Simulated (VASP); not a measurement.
Write the native input for VASP 6.6.1 that does the following.

```
Task                   : single point
Functional             : PBE
Potentials or basis    : VASP PAW PBE potentials, release 64 (Zn, Se)
Cutoff                 : 520 eV
k mesh                 : 8 × 8 × 4
Occupations            : gaussian, width 0.01 eV
Spin                   : no spin polarisation
Dipole correction      : no
Further INCAR settings : ALGO = Normal; EDIFF = 1e-06; NBANDS = 26
```

The structure of ZnSe4 lies in POSCAR:

```
ZnSe4
1.0
    3.3817902782     -2.4230722786     -0.0019232363
    3.3817902782      2.4230722786     -0.0019232363
   -2.4371293103      0.0000000000      7.9354786361
Zn Se
1 4
Direct
    0.9862878831      0.0137121169      0.0000000000
    0.6493975335      0.6742463641      0.5966909521
    0.3257536359      0.3506024665      0.4033090479
    0.5948055453      0.9442445978      0.1678446018
    0.0557554022      0.4051944547      0.8321553982
```

These files were run (other wordings do the same):

INCAR

```
SYSTEM = ZnSe4
PREC     = Accurate       ! precision mode
ENCUT    = 520            ! plane-wave cutoff, eV
EDIFF    = 1E-6           ! SCF threshold, eV
ISMEAR   = 0              ! smearing method
SIGMA    = 0.01           ! smearing width, eV
LREAL    = .FALSE.        ! projectors in reciprocal space
LASPH    = .TRUE.         ! aspherical terms in the spheres
NELM     = 80             ! most SCF steps
ALGO     = Normal         ! electronic algorithm
ISIF     = 2              ! what is computed and relaxed
LWAVE    = .FALSE.        ! write WAVECAR
LCHARG   = .FALSE.        ! write CHGCAR
GGA      = PE             ! functional
NBANDS   = 26             ! bands
```

KPOINTS

```
regular mesh
0
G
  8 8 4
  0 0 0
```

Potentials or basis: VASP PAW PBE potentials, release 64 (Zn, Se).

Launch:

```sh
$ cat potpaw_PBE.64/Zn/POTCAR potpaw_PBE.64/Se/POTCAR > POTCAR
$ mpirun -np 1 vasp_std > vasp.out
```

Results of the run:

```json
{"Pressure": "0.1 GPa", "Largest force": "0.028 eV/Å", "Band gap on the k mesh": "0.77 eV, indirect (least direct gap 1.04 eV)"}
```

It took 3.1 min on 1 thread of Intel(R) Xeon(R) Platinum 8488C (Sapphire Rapids), with other jobs on the host, peak memory 0.39 GiB.
